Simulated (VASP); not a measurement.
Wanted: the native input for a VASP 6.6.1 run.

| Item | Value |
| --- | --- |
| Task | dielectric tensor |
| Functional | PBE |
| Potentials or basis | VASP PAW PBE potentials, release 64 (Li_sv, Nb_sv, O) |
| Cutoff | 520 eV |
| k mesh | 6 × 6 × 6 |
| Occupations | gaussian, width 0.01 eV |
| Spin | no spin polarisation |
| Dipole correction | no |
| Further INCAR settings | ALGO = Normal; EDIFF = 1e-08 |

The structure of LiNbO3 lies in POSCAR:

```
LiNbO3
1.0
    3.9331683584      0.0000000000      0.0000000000
    0.0000000000      3.9331683584      0.0000000000
    0.0000000000      0.0000000000      3.9331683584
Li Nb O
1 1 3
Direct
    0.0000000000      0.0000000000      0.0000000000
    0.5000000000      0.5000000000      0.5000000000
    0.5000000000      0.5000000000      0.0000000000
    0.5000000000      0.0000000000      0.5000000000
    0.0000000000      0.5000000000      0.5000000000
```

The input as run:

INCAR

```
ALGO     = Normal         # electronic algorithm
EDIFF    = 1E-8           # SCF threshold, eV
ENCUT    = 520            # plane-wave cutoff, eV
GGA      = PE             # functional
ISIF     = 2              # what is computed and relaxed
ISMEAR   = 0              # smearing method
LASPH    = True           # aspherical terms in the spheres
LCHARG   = False          # write CHGCAR
LEPSILON = True           # dielectric tensor by DFPT
LREAL    = False          # projectors in reciprocal space
LWAVE    = False          # write WAVECAR
NELM     = 60             # most SCF steps
PREC     = Accurate       # precision mode
SIGMA    = 0.01           # smearing width, eV
```

KPOINTS

```
k-points
0
Gamma
  6 6 6
```

Potentials or basis: VASP PAW PBE potentials, release 64 (Li_sv, Nb_sv, O).

Launch:

```bash
$ cat potpaw_PBE.64/Li_sv/POTCAR potpaw_PBE.64/Nb_sv/POTCAR potpaw_PBE.64/O/POTCAR > POTCAR
$ mpirun -np 1 vasp_std > vasp.out
```

Results of the run:

```json
{
  "Band gap on the k mesh": "1.72 eV, indirect (least direct gap 2.51 eV)",
  "Electronic dielectric tensor (diagonal)": "6.22",
  "Born charges (mean of the diagonal)": "Li +1.25; Nb +9.53; O -3.59 e"
}
```

Run time: 13 min on 1 thread of AMD EPYC 9R45 (Zen 5) (shared host), peak memory 0.25 GiB.
